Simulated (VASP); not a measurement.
# B2HRu3 (Amm2) in VASP: single point with LDA

Aim: the single point of B2HRu3 with LDA.

All numbers are computed with VASP 6.6.1; they aren't measurements. Logs are shortened: lines on timing, memory, paths and dates and some standing lists are left out, and cuts for length are marked.

**1. The cell of the first run**

It takes space group Amm2 (No. 38, orthorhombic). Conventional cell: a = 2.837 Å, b = 8.210 Å, c = 4.796 Å, α = 90.00°, β = 90.00°, γ = 90.00°. Ru (site symmetry mm2) has 2 H at 1.86 Å and 4 B at 2.15 Å within 2.5 Å. Ru (site symmetry m) has 4 B at 2.14 Å and 2 H at 2.27 Å and 4 Ru at 2.64 to 2.79 Å within 2.8 Å. Within 2.8 Å of B (site symmetry m) lie 6 Ru at 2.14 to 2.15 Å and 2 H at 2.45 to 2.73 Å and 2 B at 2.73 Å. H (site symmetry mm2) has 6 Ru at 1.86 to 2.27 Å and 2 B at 2.45 Å within 2.5 Å.

**2. Single point, LDA, non-collinear spin, typed start, spin-orbit coupling**

Contents of INCAR:

```
PREC = Accurate ; ENCUT = 520
EDIFF = 1E-6 ; ISMEAR = 0
SIGMA = 0.0218 ; LREAL = False
LASPH = True ; NELM = 150
ALGO = Normal ; ISIF = 2
LWAVE = False ; LCHARG = False
MAGMOM = 2 0 0 2 0 0 2 0 0 0 0 0 0 0 0 0 0 0 ; LORBIT = 11
LSORBIT = True ; GGA_COMPAT = False
LORBMOM = True ; LMAXMIX = 4
NBANDS = 65
```

Contents of KPOINTS:

```
Automatic mesh
0
Gamma
  4 4 7
```

Contents of POSCAR:

```
B2HRu3
1.0
    4.7963480872     -0.0000002819      0.0000000000
   -2.3981738023      4.1052304940      0.0000000000
    0.0000000000      0.0000000000      2.8373166828
Ru B H
3 2 1
Direct
    0.6818851931      0.0000000000      0.5000000000
    0.3404326644      0.3212794749      0.5000000000
    0.0191531895      0.6787205251      0.5000000000
    0.3424013379      0.6583038944      0.0000000000
    0.6840974435      0.3416961056      0.0000000000
   -0.0680698285      0.0000000000      0.0000000000
```

Potentials or basis: VASP PAW LDA potentials, release 64 (Ru_pv, B, H).

The run is started by

```sh
$ cat potpaw_LDA.64/Ru_pv/POTCAR potpaw_LDA.64/B/POTCAR potpaw_LDA.64/H/POTCAR > POTCAR
$ mpirun -np 1 vasp_ncl > vasp.out
```

OUTCAR:

```text
PREC = Accurate
   ENCUT = 520
   EDIFF = 1E-6
   ISMEAR = 0
   LREAL = False
   LASPH = True
   NELM = 150
   ISIF = 2
   LORBIT = 11
   LSORBIT = True

 ion  position               nearest neighbor table
   1  0.682  0.000  0.500-   6 1.86   6 1.86   5 2.15   5 2.15   4 2.15   4 2.15   3 2.73   2 2.73
                             2 2.75   3 2.75   3 2.79   2 2.79
   2  0.340  0.321  0.500-   4 2.14   4 2.14   5 2.14   5 2.14   3 2.64   1 2.73   1 2.75   1 2.79
                             3 2.81   3 2.81
   3  0.019  0.679  0.500-   5 2.14   5 2.14   4 2.14   4 2.14   2 2.64   1 2.73   1 2.75   1 2.79
                             2 2.81   2 2.81
   4  0.342  0.658  0.000-   2 2.14   2 2.14   3 2.14   3 2.14   1 2.15   1 2.15
   5  0.684  0.342  0.000-   3 2.14   3 2.14   2 2.14   2 2.14   1 2.15   1 2.15
   6  0.932  0.000  0.000-   1 1.86   1 1.86

  Warning from LATTYP: Monoclinic adjustment (A1->A3, A2->A1, A3->A2)!
  LATTYP: Found a base centered orthorhombic cell.
 ALAT       =     4.7963480872
 B/A-ratio  =     1.7118150219
 C/A-ratio  =     0.5915577083

  Lattice vectors:

 A1 = (   2.3981738023,  -4.1052304940,   0.0000000000)
 A2 = (   2.3981742849,   4.1052302121,   0.0000000000)
 A3 = (   0.0000000000,   0.0000000000,   2.8373166828)

Analysis of symmetry for initial positions (statically):
=====================================================================
 Subroutine PRICEL returns:
 Original cell was already a primitive cell.

 Routine SETGRP: Setting up the symmetry group for a
 base centered orthorhombic supercell.

 Subroutine GETGRP returns: Found  4 space group operations
 (whereof  4 operations were pure point group operations)
 out of a pool of  8 trial point group operations.

The static configuration has the point symmetry C_2v.

Analysis of symmetry for dynamics (positions and initial velocities):
=====================================================================
 Subroutine PRICEL returns:
 Original cell was already a primitive cell.

 Routine SETGRP: Setting up the symmetry group for a
 base centered orthorhombic supercell.

 Subroutine GETGRP returns: Found  4 space group operations
 (whereof  4 operations were pure point group operations)
 out of a pool of  8 trial point group operations.

The dynamic configuration has the point symmetry C_2v.

Analysis of structural, dynamic, and magnetic symmetry:
=====================================================================
 Subroutine PRICEL returns:
 Original cell was already a primitive cell.

 Routine SETGRP: Setting up the symmetry group for a
 base centered orthorhombic supercell.

 Subroutine GETGRP returns: Found  2 space group operations
 (whereof  2 operations were pure point group operations)
 out of a pool of  8 trial point group operations.

The overall configuration has the point symmetry C_2 .

 Subroutine INISYM returns: Found  2 space group operations
 (whereof  2 operations are pure point group operations),
 and found     1 'primitive' translations

----------------------------------------------------------------------------------------

                                     Primitive cell

  volume of cell :      55.8671

  direct lattice vectors                    reciprocal lattice vectors
     4.796348087 -0.000000282  0.000000000     0.208491964  0.121795833  0.000000000
    -2.398173802  4.105230494  0.000000000     0.000000014  0.243591690  0.000000000
     0.000000000  0.000000000  2.837316683     0.000000000  0.000000000  0.352445677

  length of vectors
     4.796348087  4.754382714  2.837316683     0.241460399  0.243591690  0.352445677

  position of ions in fractional coordinates (direct lattice)
     0.681885193  0.000000000  0.500000000
     0.340432664  0.321279475  0.500000000
     0.019153190  0.678720525  0.500000000
     0.342401338  0.658303894  0.000000000
     0.684097444  0.341696106  0.000000000
     0.931930171  0.000000000  0.000000000

  ion indices of the primitive-cell ions
   primitive index   ion index
                 1           1
                 2           2
                 3           3
                 4           4
                 5           5
                 6           6

----------------------------------------------------------------------------------------

 KPOINTS: Automatic mesh

Automatic generation of k-mesh.
 Grid dimensions read from file:
 generate k-points for:    4    4    7

 Generating k-lattice:

  Cartesian coordinates                     Fractional coordinates (reciprocal lattice)
     0.052122991  0.030448958  0.000000000     0.250000000  0.000000000  0.000000000
     0.000000004  0.060897923  0.000000000     0.000000000  0.250000000  0.000000000
     0.000000000  0.000000000  0.050349382     0.000000000  0.000000000  0.142857143

  Length of vectors
     0.060365100  0.060897923  0.050349382

[... 86 lines left out ...]
  volume of cell :       55.87
 maximum number of plane-waves:      3036
   NGX = 17   NGY = 17   NGZ = 11

 number of electron      49.0000000 magnetization       6.0000000      0.0000000      0.0000000

 number of electron      48.9999999 magnetization      -0.0041877      0.0000000     -0.0000000

 number of electron      48.9999999 magnetization       0.0010234     -0.0000000      0.0000000

 Free energy of the ion-electron system (eV)
  ---------------------------------------------------
  ext. energy  EPLUGINS =         0.00000000
  ---------------------------------------------------
  free energy    TOTEN  =       -51.40953827 eV

  energy without entropy =      -51.40899607  energy(sigma->0) =      -51.40926717

 E-fermi :  11.0719     XC(G=0): -13.7875

 val. band max:       11.0630555035   @ k =   0.5000   0.0000  -0.4286
 cond. band min:      11.0841675084   @ k =   0.5000   0.0000   0.0000
 fundamental gap:      0.0211120049
 Fermi energy:        11.0719095258

 k-point     1 :       0.0000    0.0000    0.0000
  band No.  band energies     occupation
      1     -33.7906      1.00000
      2     -33.7906      1.00000
      3     -33.7750      1.00000
      4     -33.7749      1.00000
      5     -33.5255      1.00000
      6     -33.5254      1.00000
[... 1525 lines left out ...]
     60      16.0259      0.00000
     61      16.4282      0.00000

 [... further k-points ...]

 [bands above 61 left out]

------------------------ aborting loop because EDIFF is reached ----------------------------------------

  FORCE on cell =-STRESS in cart. coord.  units (eV):
  Direction    XX          YY          ZZ          XY          YZ          ZX
  --------------------------------------------------------------------------------------
  -------------------------------------------------------------------------------------
  Total        0.3304873      0.3116354      0.3249593     -0.0000000      0.0000005      0.0000000
  in kB        9.4778396      8.9371957      9.3193052     -0.0000000      0.0000145      0.0000000
  external PRESSURE =       9.2447802 kB  Pullay stress =       0.0000000 kB

 VOLUME and BASIS-vectors are now :
 -----------------------------------------------------------------------------
  energy-cutoff  :      520.00
  volume of cell :       55.87
      direct lattice vectors                 reciprocal lattice vectors
     4.796348087 -0.000000282  0.000000000     0.208491964  0.121795833  0.000000000
    -2.398173802  4.105230494  0.000000000     0.000000014  0.243591690  0.000000000
     0.000000000  0.000000000  2.837316683     0.000000000  0.000000000  0.352445677

 POSITION                                       TOTAL-FORCE (eV/Angst)
 -----------------------------------------------------------------------------------
      3.27056     -0.00000      1.41866         0.016832     -0.000000      0.000000
      0.86235      1.31893      1.41866        -0.017327     -0.024567     -0.000001
     -1.53582      2.78630      1.41866        -0.017327      0.024567      0.000001
      0.06355      2.70249      0.00000         0.004045      0.002571      0.000001
      2.46172      1.40274      0.00000         0.004045     -0.002571     -0.000001
      4.46986     -0.00000      0.00000         0.009732     -0.000000      0.000000
 -----------------------------------------------------------------------------------
    total drift:                               -0.000144     -0.000001     -0.000000

  FREE ENERGIE OF THE ION-ELECTRON SYSTEM (eV)
  ---------------------------------------------------
  free  energy   TOTEN  =       -51.4095382667 eV

  energy  without entropy=      -51.4089960664  energy(sigma->0) =      -51.40926717

 orbital moment (x)

 # of ion     p       d       tot
 ----------------------------------------
  1         0.000   0.000   0.000
  2        -0.000   0.000   0.000
  3        -0.000   0.000   0.000
  4         0.000   0.000   0.000
  5         0.000   0.000   0.000
  6        -0.000   0.000  -0.000
 ----------------------------------------
           -0.000   0.000   0.000

 orbital moment (y)

 # of ion     p       d       tot
 ----------------------------------------
  1        -0.000  -0.000  -0.000
  2        -0.000  -0.000  -0.000
  3         0.000   0.000   0.000
  4         0.000   0.000   0.000
  5        -0.000   0.000  -0.000
  6         0.000   0.000   0.000
 ----------------------------------------
            0.000  -0.000  -0.000

 orbital moment (z)

 # of ion     p       d       tot
 ----------------------------------------
  1         0.000   0.000   0.000
  2         0.000   0.000   0.000
  3        -0.000  -0.000  -0.000
  4        -0.000   0.000  -0.000
  5         0.000   0.000   0.000
  6         0.000   0.000   0.000
 ----------------------------------------
           -0.000  -0.000  -0.000

 Spin-Orbit-Coupling matrix elements

 Ion:    1  E_soc:     -0.2641028
 l=   1
     0.0000000    -0.0373146    -0.0376831
    -0.0373146     0.0000000    -0.0375341
    -0.0376831    -0.0375341     0.0000000
 l=   2
     0.0000000    -0.0014955     0.0000000    -0.0015619    -0.0053225
    -0.0014955     0.0000000    -0.0031504    -0.0015914    -0.0012398
     0.0000000    -0.0031504     0.0000000    -0.0035994     0.0000000
    -0.0015619    -0.0015914    -0.0035994     0.0000000    -0.0015586
    -0.0053225    -0.0012398     0.0000000    -0.0015586     0.0000000
 l=   3
     0.0000000     0.0000000     0.0000000     0.0000000     0.0000000     0.0000000     0.0000000
     0.0000000     0.0000000     0.0000000     0.0000000     0.0000000     0.0000000     0.0000000
     0.0000000     0.0000000     0.0000000     0.0000000     0.0000000     0.0000000     0.0000000
     0.0000000     0.0000000     0.0000000     0.0000000     0.0000000     0.0000000     0.0000000
[... 89 lines left out ...]
 l=   2
     0.0000000     0.0000000     0.0000000     0.0000000     0.0000000
     0.0000000     0.0000000     0.0000000     0.0000000     0.0000000
     0.0000000     0.0000000     0.0000000     0.0000000     0.0000000
     0.0000000     0.0000000     0.0000000     0.0000000     0.0000000
     0.0000000     0.0000000     0.0000000     0.0000000     0.0000000
 l=   3
     0.0000000     0.0000000     0.0000000     0.0000000     0.0000000     0.0000000     0.0000000
     0.0000000     0.0000000     0.0000000     0.0000000     0.0000000     0.0000000     0.0000000
     0.0000000     0.0000000     0.0000000     0.0000000     0.0000000     0.0000000     0.0000000
     0.0000000     0.0000000     0.0000000     0.0000000     0.0000000     0.0000000     0.0000000
     0.0000000     0.0000000     0.0000000     0.0000000     0.0000000     0.0000000     0.0000000
     0.0000000     0.0000000     0.0000000     0.0000000     0.0000000     0.0000000     0.0000000
     0.0000000     0.0000000     0.0000000     0.0000000     0.0000000     0.0000000     0.0000000

 total charge

# of ion       s       p       d       tot
------------------------------------------
    1        0.383   6.377   6.182  12.943
    2        0.382   6.338   6.154  12.874
    3        0.382   6.338   6.154  12.874
    4        0.725   1.151   0.000   1.876
    5        0.725   1.151   0.000   1.876
    6        0.463   0.033   0.000   0.495
--------------------------------------------------
tot          3.061  21.386  18.491  42.938

 magnetization (x)

# of ion       s       p       d       tot
------------------------------------------
    1       -0.000  -0.000  -0.000  -0.000
    2        0.000   0.000   0.000   0.000
    3        0.000   0.000   0.000   0.000
    4       -0.000  -0.000   0.000  -0.000
    5       -0.000  -0.000   0.000  -0.000
    6        0.000  -0.000   0.000   0.000
--------------------------------------------------
tot         -0.000  -0.000   0.000   0.000

 magnetization (y)

# of ion       s       p       d       tot
------------------------------------------
    1        0.000   0.000   0.000   0.000
    2       -0.000   0.000  -0.000  -0.000
    3        0.000  -0.000   0.000   0.000
    4        0.000   0.000   0.000   0.000
    5       -0.000  -0.000   0.000  -0.000
    6       -0.000   0.000   0.000  -0.000
--------------------------------------------------
tot          0.000   0.000  -0.000  -0.000

 magnetization (z)

# of ion       s       p       d       tot
------------------------------------------
    1        0.000   0.000   0.000   0.000
    2       -0.000  -0.000   0.000   0.000
    3        0.000   0.000  -0.000  -0.000
    4       -0.000  -0.000   0.000  -0.000
    5        0.000   0.000   0.000   0.000
    6        0.000   0.000   0.000   0.000
--------------------------------------------------
tot          0.000   0.000   0.000   0.000
```

Run time: 7 min. Hardware: 1 thread of Intel Xeon Platinum 8375C at 2.90GHz (Ice Lake), shared host; peak memory 0.43 GiB.

What came out:

```
Free energy                                           : -51.4095 eV
Pressure                                              : 0.9 GPa
Largest force                                         : 0.030 eV/Å
Net moment                                            : 0.00 μB per cell
Valence electrons inside the program's atomic spheres : Ru 12.94, 12.87; B 1.88; H 0.49
```

Forces on the atoms (eV/Å):
```
Ru   0.017  0.000  0.000
Ru  -0.017 -0.025  0.000
Ru  -0.017  0.025  0.000
B    0.004  0.003  0.000
B    0.004 -0.003  0.000
H    0.010  0.000  0.000
```

Moments on the atoms (μB; x, y, z):
```
Ru  0.00 0.00 0.00
Ru  0.00 0.00 0.00
Ru  0.00 0.00 0.00
B   0.00 0.00 0.00
B   0.00 0.00 0.00
H   0.00 0.00 0.00
```

Caveat: the k points lie up to 0.38 Å⁻¹ apart.
